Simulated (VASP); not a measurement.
Here is a VASP 6.6.1 calculation.

The input INCAR:

```
  PREC = Accurate
  ENCUT = 520
  EDIFF = 1E-6
  ISMEAR = 0
  SIGMA = 0.03
  LREAL = F
  LASPH = T
  NELM = 80
  ALGO = Normal
  ISIF = 2
  LWAVE = F
  LCHARG = F
  GGA = PS
  NBANDS = 16
```

Contents of KPOINTS:

```
regular mesh
0
Gamma
  16 16 16
```

Contents of POSCAR:

```
GaN
1.0
    0.0000000000      1.9023738893      2.6899566795
    1.9023738893      0.0000000000      2.6899566795
    1.9023738893      1.9023738893      0.0000000000
Ga N
1 1
Direct
    0.0000000000      0.0000000000      0.0000000000
    0.5000000000      0.5000000000      0.5000000000
```

Potentials or basis: VASP PAW PBE potentials, release 64 (Ga_d, N).

Run with:

```bash
$ cat potpaw_PBE.64/Ga_d/POTCAR potpaw_PBE.64/N/POTCAR > POTCAR
$ mpirun -np 1 vasp_std > vasp.out
```

Question: What does it give for the pressure?

Answer: 31.6 GPa.

Question: What does it give for the band gap on the k mesh?

Answer: Zero (bands 9 and 10 overlap by 0.14 eV).

Stress tensor (GPa, compression positive):
```
51.74  0.00  0.00
 0.00 51.74  0.00
 0.00  0.00 -8.75
```

Caveat: the stress differs along the axes, from -9 to 52 GPa; semilocal functionals underestimate gaps, and a narrow one can read as zero; the PAW data sets were made with another functional, which shifts forces and pressure a little.
